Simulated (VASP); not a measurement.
Cu: single point with LDA

The system is Cu.

```
Cu
1.0
     0.00000    2.64135    2.64135
     2.64135    0.00000    2.64135
     2.64135    2.64135    0.00000
Cu
2
Direct
  0.12500 0.12500 0.12500
  0.87500 0.87500 0.87500
```

This cell differs from its parent crystal: volume scaled by 1.08.

| Property | Result |
| --- | --- |
| Program | VASP 6.6.1 |
| Task | single point |
| Functional | LDA |
| Potentials or basis | VASP PAW LDA potentials, release 64 (Cu) |
| Cutoff | 520 eV |
| k mesh | 12 × 12 × 12 |
| Occupations | fermi-dirac, width 0.1 eV |
| Spin | no spin polarisation |

```yaml
Pressure: -4.8 GPa
Band_gap_on_the_k_mesh: zero (band 11 reaches 3.38 eV, above the bottom of band 12 at 2.38 eV)
```

Levels at points of the mesh, in eV from the Fermi level:
| k point | band 7 | band 8 | band 9 | band 10 | band 11 | band 12 | band 13 | band 14 | band 15 | band 16 |
| --- | --- | --- | --- | --- | --- | --- | --- | --- | --- | --- |
| (0.00, 0.00, 0.00) | -1.94 | -1.94 | -1.94 | -1.24 | -1.24 | 9.99 | 9.99 | 9.99 | 10.88 | 10.88 |
| (0.50, 0.00, 0.00) | -1.71 | -1.71 | -1.53 | -1.34 | -1.34 | -0.38 | 7.23 | 7.23 | 11.43 | 11.43 |
| (0.50, 0.50, 0.00) | -2.11 | -2.11 | -1.25 | -1.25 | 0.24 | 0.24 | 3.81 | 3.81 | 8.11 | 8.11 |

It took 27 s on 1 thread of Intel(R) Xeon(R) Platinum 8488C (Sapphire Rapids), on a shared host, peak memory 0.16 GiB.
